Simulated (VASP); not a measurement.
Wanted: the native input for a VASP 6.6.1 run.

- Task: single point
- Functional: PBE
- Potentials or basis: VASP PAW PBE potentials, release 64 (Mg, Tl_d, F)
- Cutoff: 520 eV
- k mesh: 14 × 14 × 8
- Occupations: gaussian, width 0.1 eV
- Spin: no spin polarisation
- Dipole correction: no
- Further INCAR settings: ALGO = Normal; EDIFF = 1e-06; NBANDS = 18

The structure of MgTlF lies in POSCAR:

```
MgTlF
1.0
    3.1090720631      0.0000000000      0.0000000000
    0.0000000000      3.1090720631      0.0000000000
    0.0000000000      0.0000000000      6.1915822928
Mg Tl F
1 1 1
Direct
    0.0000000000      0.0000000000      0.5000000000
    0.0000000000      0.0000000000      0.0000000000
    0.5000000000      0.5000000000      0.5000000000
```

The input as run:

INCAR

```
ALGO = Normal
EDIFF = 1E-6
ENCUT = 520
GGA = PE
ISIF = 2
ISMEAR = 0
LASPH = True
LCHARG = True
LELF = True
LREAL = False
LVHAR = True
LWAVE = False
NBANDS = 18
NELM = 80
PREC = Accurate
SIGMA = 0.1
```

KPOINTS

```
k-points
0
Gamma
  14 14 8
```

Potentials or basis: VASP PAW PBE potentials, release 64 (Mg, Tl_d, F).

Command:

```bash
$ cat potpaw_PBE.64/Mg/POTCAR potpaw_PBE.64/Tl_d/POTCAR potpaw_PBE.64/F/POTCAR > POTCAR
$ mpirun -np 1 vasp_std > vasp.out
```

It gave:

* Pressure: -0.3 GPa
* Band gap on the k mesh: zero (band 11 reaches 6.18 eV, above the bottom of band 12 at 4.27 eV)

Caveat: spin-orbit coupling is left out, which moves the levels of the heavy elements.

Wall time 3.6 min on 1 thread of AMD EPYC 7R43 64-Core Processor (Zen 3), on a shared host, peak memory 0.3 GiB.
